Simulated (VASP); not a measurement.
Ti, 6 atoms in the cell. The cell holds a slab with vacuum, 6 atoms: a = 4.604 Å, b = 4.604 Å, c = 18.699 Å, α = 90.00°, β = 90.00°, γ = 120.00°. 

- Program: VASP 6.6.1
- Task: single point
- Functional: PBE
- Potentials or basis: VASP PAW PBE potentials, release 64 (Ti_sv)
- Cutoff: 520 eV
- k mesh: 9 × 9 × 1
- Occupations: gaussian, width 0.1 eV
- Spin: no spin polarisation
- Dipole correction: yes
- Further INCAR settings: ALGO = Normal; EDIFF = 1e-06; NBANDS = 45

Potentials or basis: VASP PAW PBE potentials, release 64 (Ti_sv).

Run with:

```bash
$ cat potpaw_PBE.64/Ti_sv/POTCAR > POTCAR
$ mpirun -np 1 vasp_std > vasp.out
```

Hardware: 1 thread of Intel Xeon 8259CL (shared host).

Estimate the wall time of this run.

It took 16 min on 1 thread of Intel Xeon 8259CL, on a shared host, peak memory 0.47 GiB. Counts: scf iterations 33, k points 12.
